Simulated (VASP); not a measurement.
The system is Ti.

```
Ti
1.0
    -1.62774    1.62774    1.62774
     1.62774   -1.62774    1.62774
     1.62774    1.62774   -1.62774
Ti
1
Direct
  0.00000 0.00000 0.00000
```

This isn't the form of Ti at room conditions, which is hcp.

Base run:

* Program: VASP 6.6.1
* Functional: PBE
* Potentials or basis: VASP PAW PBE potentials, release 64 (Ti_sv)
* Cutoff: 520 eV
* k mesh: 22 × 22 × 22
* Occupations: gaussian, width 0.15 eV
* Spin: collinear spin
* Starting moments: [0.7] μB
* Fixed moment: 0.7 μB

Its results: pressure 1.0 GPa; site moments Ti +0.49 μB.

Task: The run is repeated on the same cell with these changes: fixed moment from 0.7 μB to 0.3 μB; moments at the start from [0.7] to [0.3]. What comes out?

Result: Pressure 0.1 GPa; site moments Ti +0.21 μB.

Caveats: the total moment is fixed, so each spin has its own Fermi level and the state may be an excited one.
